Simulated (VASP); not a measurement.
# GaSb (Immm) in VASP: a series of runs

Runs on GaSb. Level: LDA. Tasks: single point.

All numbers are computed with VASP 6.6.1; they aren't measurements. Logs are shortened: lines on timing, memory, paths and dates and some standing lists are left out, and cuts for length are marked.

## (1) The cell of the first run

It takes space group Immm (No. 71, orthorhombic). The conventional cell has a = 3.040 Å, b = 4.964 Å, c = 5.556 Å, α = 90.00°, β = 90.00°, γ = 90.00°. Ga (site symmetry mmm) has 6 Sb at 2.78 to 2.91 Å and 2 Ga at 3.04 Å within 3.7 Å. Sb (site symmetry mmm) has 6 Ga at 2.78 to 2.91 Å and 2 Sb at 3.04 Å within 3.7 Å.

## (2) Single point, LDA (20.96 Å³/atom)

INCAR

```
SYSTEM = GaSb
ALGO = Normal ; EDIFF = 1E-6
ENCUT = 520 ; ISIF = 2
ISMEAR = 0 ; LASPH = .True.
LCHARG = .True. ; LELF = .True.
LREAL = .False. ; LVHAR = .True.
LWAVE = .False. ; NBANDS = 16
NELM = 100 ; PREC = Accurate
SIGMA = 0.15
```

KPOINTS

```
k-points
0
Gamma
  18 18 18
  0 0 0
```

POSCAR

```
GaSb
1.0
   -1.5200241420      2.4822080281      2.7780162194
    1.5200241420     -2.4822080281      2.7780162194
    1.5200241420      2.4822080281     -2.7780162194
Ga Sb
1 1
Direct
    0.0000000000      0.0000000000      0.0000000000
    0.5000000000      0.5000000000      0.0000000000
```

Potentials or basis: VASP PAW LDA potentials, release 64 (Ga_d, Sb).

On the command line:

```
> cat potpaw_LDA.64/Ga_d/POTCAR potpaw_LDA.64/Sb/POTCAR > POTCAR
> mpirun -np 1 vasp_std > vasp.out
```

OUTCAR:

```text
SYSTEM = GaSb
   EDIFF = 1E-6
   ENCUT = 520
   ISIF = 2
   ISMEAR = 0
   LASPH = .True.
   LREAL = .False.
   NELM = 100
   PREC = Accurate

 ion  position               nearest neighbor table
   1  0.000  0.000  0.000-   2 2.78   2 2.78   2 2.91   2 2.91   2 2.91   2 2.91
   2  0.500  0.500  0.000-   1 2.78   1 2.78   1 2.91   1 2.91   1 2.91   1 2.91

  LATTYP: Found a body centered orthorhombic cell.
 ALAT       =     3.0400482840
 B/A-ratio  =     1.6330056606
 C/A-ratio  =     1.8276132218

  Lattice vectors:

 A1 = (  -1.5200241420,   2.4822080281,   2.7780162194)
 A2 = (   1.5200241420,  -2.4822080281,   2.7780162194)
 A3 = (   1.5200241420,   2.4822080281,  -2.7780162194)

Analysis of symmetry for initial positions (statically):
=====================================================================
 Subroutine PRICEL returns:
 Original cell was already a primitive cell.

 Routine SETGRP: Setting up the symmetry group for a
 body centered orthorhombic supercell.

 Subroutine GETGRP returns: Found  8 space group operations
 (whereof  8 operations were pure point group operations)
 out of a pool of  8 trial point group operations.

The static configuration has the point symmetry D_2h.

Analysis of symmetry for dynamics (positions and initial velocities):
=====================================================================
 Subroutine PRICEL returns:
 Original cell was already a primitive cell.

 Routine SETGRP: Setting up the symmetry group for a
 body centered orthorhombic supercell.

 Subroutine GETGRP returns: Found  8 space group operations
 (whereof  8 operations were pure point group operations)
 out of a pool of  8 trial point group operations.

The dynamic configuration has the point symmetry D_2h.

 Subroutine INISYM returns: Found  8 space group operations
 (whereof  8 operations are pure point group operations),
 and found     1 'primitive' translations

----------------------------------------------------------------------------------------

                                     Primitive cell

  volume of cell :      41.9260

  direct lattice vectors                    reciprocal lattice vectors
    -1.520024142  2.482208028  2.778016219     0.000000000  0.201433560  0.179984550
     1.520024142 -2.482208028  2.778016219     0.328942144  0.000000000  0.179984550
     1.520024142  2.482208028 -2.778016219     0.328942144  0.201433560  0.000000000

  length of vectors
     4.023581017  4.023581017  4.023581017     0.270129446  0.374963161  0.385718049
[... 76 lines left out ...]
   LNONCOLLINEAR =      F non collinear calculations
   LSORBIT =      F    spin-orbit coupling
   LASPH  =      T    aspherical Exc in radial PAW
   ENCUT  =  520.0 eV  38.22 Ry    6.18 a.u.   7.48  7.48  7.48*2*pi/ulx,y,z
   NELM   =    100;   NELMIN=  2; NELMDL= -5     # of ELM steps
   EDIFF  = 0.1E-05   stopping-criterion for ELM
   LREAL  =      F    real-space projection
   EDIFFG = 0.1E-04   stopping-criterion for IOM
   NSW    =      0    number of steps for IOM
   IBRION =     -1    ionic relax: 0-MD 1-quasi-New 2-CG
   NFREE  =      0    steps in history (QN), initial steepest desc. (CG)
   ISIF   =      2    stress and relaxation
   ISYM   =      2    0-nonsym 1-usesym 2-fastsym
   POTIM  = 0.5000    time-step for ionic-motion
   TEBEG  =    0.0;   TEEND  =   0.0 temperature during run
   PSTRESS=    0.0 pullay stress
   NELECT =      18.0000    total number of electrons
   NUPDOWN=      -1.0000    fix difference up-down
   EMIN   =  10.00;   EMAX   =-10.00  energy-range for DOS
   EFERMI =   0.00;   METHOD = LEGACY
   ISMEAR =     0;   SIGMA  =   0.15  broadening in eV -4-tet -1-fermi 0-gaus
   EFERMI_NEDOS =   21; number of points for ismear=-14 and -15
   IALGO  =     38    algorithm
   IMIX   =      4    mixing-type and parameters
     AMIX     =   0.40;   BMIX     =  1.00
     AMIX_MAG =   1.60;   BMIX_MAG =  1.00
  volume/ion in A,a.u.               =      20.96       141.47
  Fermi-wavevector in a.u.,A,eV,Ry     =   1.235012  2.333834 20.752350  1.525255
  Thomas-Fermi vector in A             =   2.369679
   LORBIT       =      0    0 simple, 1 ext, 2 COOP (PROOUT), +10 PAW based schemes
   GGA     = CA    functional components
   LHFCALC =     F    Hartree Fock is set to
   AEXX    =    0.0000 exact exchange contribution
   IVDW    =     0    specifies the selected vdW correction
   LEPSILON=     F    determine dielectric tensor
   LRPA    =     F    only Hartree local field effects (RPA)
 non-spin polarized calculation
 Gauss-broadening in eV      SIGMA  =   0.15
  energy-cutoff  :      520.00
  volume of cell :       41.93
 maximum number of plane-waves:      1153
 NGX is ok and might be reduce to    30
   NGX = 15   NGY = 15   NGZ = 15

 number of electron      17.9999992 magnetization

 Free energy of the ion-electron system (eV)
  ---------------------------------------------------
  ext. energy  EPLUGINS =         0.00000000
  ---------------------------------------------------
  free energy    TOTEN  =        -8.34148099 eV

  energy without entropy =       -8.33312734  energy(sigma->0) =       -8.33730416

 E-fermi :   8.0837     XC(G=0): -11.1139

 val. band max:        8.0799088021   @ k =  -0.3889  -0.4444   0.0556
 cond. band min:       8.0897209800   @ k =  -0.1667   0.2222   0.1111
 fundamental gap:      0.0098121779
 Fermi energy:         8.0837406268

 k-point     1 :       0.0000    0.0000    0.0000
  band No.  band energies     occupation
      1      -7.1198      2.00000
      2      -7.0194      2.00000
      3      -7.0182      2.00000
      4      -6.9889      2.00000
      5      -6.9453      2.00000
      6      -4.9877      2.00000
[... 433 lines left out ...]
      3      -7.0101      2.00000
      4      -6.9934      2.00000
      5      -6.9455      2.00000
      6      -4.2899      2.00000
[... 8 lines left out ...]
     15      17.9647      0.00000
     16      18.8489      0.00000

 [... further k-points ...]
[... 5 lines left out ...]
  --------------------------------------------------------------------------------------
  -------------------------------------------------------------------------------------
  Total        1.5063043      1.2612960      0.6397341      0.0000000      0.0000000      0.0000000
  in kB       57.5625284     48.1996811     24.4470599      0.0000000      0.0000000      0.0000000
  external PRESSURE =      43.4030898 kB  Pullay stress =       0.0000000 kB

 VOLUME and BASIS-vectors are now :
 -----------------------------------------------------------------------------
  energy-cutoff  :      520.00
  volume of cell :       41.93
      direct lattice vectors                 reciprocal lattice vectors
    -1.520024142  2.482208028  2.778016219     0.000000000  0.201433560  0.179984550
     1.520024142 -2.482208028  2.778016219     0.328942144  0.000000000  0.179984550
     1.520024142  2.482208028 -2.778016219     0.328942144  0.201433560  0.000000000

 POSITION                                       TOTAL-FORCE (eV/Angst)
 -----------------------------------------------------------------------------------
      0.00000      0.00000      0.00000         0.000000      0.000000      0.000000
      0.00000      0.00000      2.77802        -0.000000     -0.000000     -0.000000
 -----------------------------------------------------------------------------------
    total drift:                                0.000000      0.000000      0.000000

  FREE ENERGIE OF THE ION-ELECTRON SYSTEM (eV)
  ---------------------------------------------------
  free  energy   TOTEN  =        -8.3414809922 eV

  energy  without entropy=       -8.3331273362  energy(sigma->0) =       -8.33730416
```

stdout:

```text
POSCAR found type information on POSCAR GaSb
 POSCAR found :  2 types and       2 ions
 scaLAPACK will be used
 LDA part: xc-table for (Slater(with rela. corr.)+CA(PZ))
 , standard interpolation
 POSCAR, INCAR and KPOINTS ok, starting setup
 FFT: planning ... GRIDC
 FFT: planning ... GRID_SOFT
 FFT: planning ... GRID
 WAVECAR not read
 entering main loop
```

Wall time 7.6 min (1 thread of Intel Xeon Platinum 8259CL at 2.50GHz (Skylake/Cascade Lake), shared host); peak memory 0.66 GiB.

What came out:

```yaml
Free_energy: -8.3415 eV
Pressure: 4.3 GPa
Band_gap_on_the_k_mesh: zero (bands 9 and 10 overlap by 6.28 eV)
```

Stress tensor (GPa, compression positive):
```
5.76 0.00 0.00
0.00 4.82 0.00
0.00 0.00 2.44
```

Caveat: the cell stands under pressure; spin-orbit coupling is left out, which moves the levels of the heavy elements.

## (3) Single point, LDA (20.96 Å³/atom)

INCAR

```
  PREC = Accurate
  ENCUT = 520
  EDIFF = 1E-6
  ISMEAR = 0
  SIGMA = 0.15
  LREAL = F
  LASPH = T
  NELM = 80
  ALGO = Normal
  ISIF = 2
  LWAVE = F
  LCHARG = F
  GGA = CA
  NBANDS = 16
```

KPOINTS

```
regular mesh
0
Gamma
  18 18 18
```

POSCAR

```
GaSb
1.0
   -1.6323604081      2.3952750593      2.6807233274
    1.6323604081     -2.3952750593      2.6807233274
    1.6323604081      2.3952750593     -2.6807233274
Ga Sb
1 1
Direct
    0.0000000000      0.0000000000      0.0000000000
    0.5000000000      0.5000000000      0.0000000000
```

Potentials or basis: VASP PAW LDA potentials, release 64 (Ga_d, Sb).

On the command line:

```
> cat potpaw_LDA.64/Ga_d/POTCAR potpaw_LDA.64/Sb/POTCAR > POTCAR
> mpirun -np 1 vasp_std > vasp.out
```

Wall time 7.4 min (1 thread of Intel Xeon Platinum 8259CL at 2.50GHz (Skylake/Cascade Lake), shared host); peak memory 0.65 GiB.

The run converged. Its results:

```yaml
Free_energy: -8.3097 eV
Pressure: 4.9 GPa
Band_gap_on_the_k_mesh: zero (bands 9 and 10 overlap by 6.43 eV)
```

Stress tensor (GPa, compression positive):
```
1.78 0.00 0.00
0.00 3.40 0.00
0.00 0.00 9.58
```

Levels at points of the mesh, in eV from the Fermi level:
| k point | band 7 | band 8 | band 9 | band 10 | band 11 | band 12 |
| --- | --- | --- | --- | --- | --- | --- |
| (0.00, 0.00, 0.00) | -1.79 | -1.46 | -1.33 | 3.84 | 3.97 | 6.84 |
| (0.50, 0.00, 0.00) | -8.82 | 0.52 | 2.04 | 3.19 | 3.75 | 4.00 |
| (0.00, 0.50, 0.00) | -7.30 | -1.45 | -0.64 | -0.09 | 0.68 | 3.37 |
| (0.50, 0.50, 0.00) | -5.94 | -3.19 | -2.72 | -2.36 | 2.93 | 5.12 |
| (0.50, 0.50, 0.50) | -5.97 | -5.74 | -5.22 | 0.84 | 5.02 | 10.25 |

Caveat: the cell stands under pressure; spin-orbit coupling is left out, which moves the levels of the heavy elements.
